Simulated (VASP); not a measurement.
Runs of VASP 6.6.1 on ZnSe. The structure is that of space group F-43m (No. 216), or close to it. The cells are those of the table. 

| task | cell | k mesh | cutoff (eV) | smearing | gap on the mesh (eV) | pressure (GPa) |
| --- | --- | --- | --- | --- | --- | --- |
| relaxation of cell and atoms | relaxed to 10 GPa from a = 3.983 Å, angles 60.0, 60.0, 90.0°, 2 atoms | 8 × 8 × 8 | 600 | gaussian 0.01 eV | 1.72 | 10.0 |
| single point | a = 3.868 Å, angles 60.0, 60.0, 90.0°, 2 atoms | 8 × 8 × 8 | 520 | gaussian 0.01 eV | 1.61 | (a) |
| relaxation of cell and atoms | relaxed from a = 4.008 Å, angles 60.0, 60.0, 90.0°, 2 atoms | 12 × 12 × 12 | 600 | fermi-dirac 0.1 eV | (b) | 0.0 |
| relaxation of cell and atoms | relaxed to 15 GPa from a = 3.983 Å, angles 60.0, 60.0, 90.0°, 2 atoms | 8 × 8 × 8 | 600 | gaussian 0.01 eV | 1.91 | 15.0 |

Alike in all rows: level PBEsol; potentials or basis VASP PAW PBE potentials, release 64 (Zn, Se); no spin polarisation.

Problem. Estimate the missing entries.

Solution. (a) 7.4; (b) 1.23.

Caveats: the PAW data sets were made with another functional, which shifts forces and pressure a little; the cell is relaxed towards a set pressure, so the enthalpy falls and the energy may rise (some runs).

A k mesh can miss the band edges, and the runs leave out spin-orbit coupling on Se.
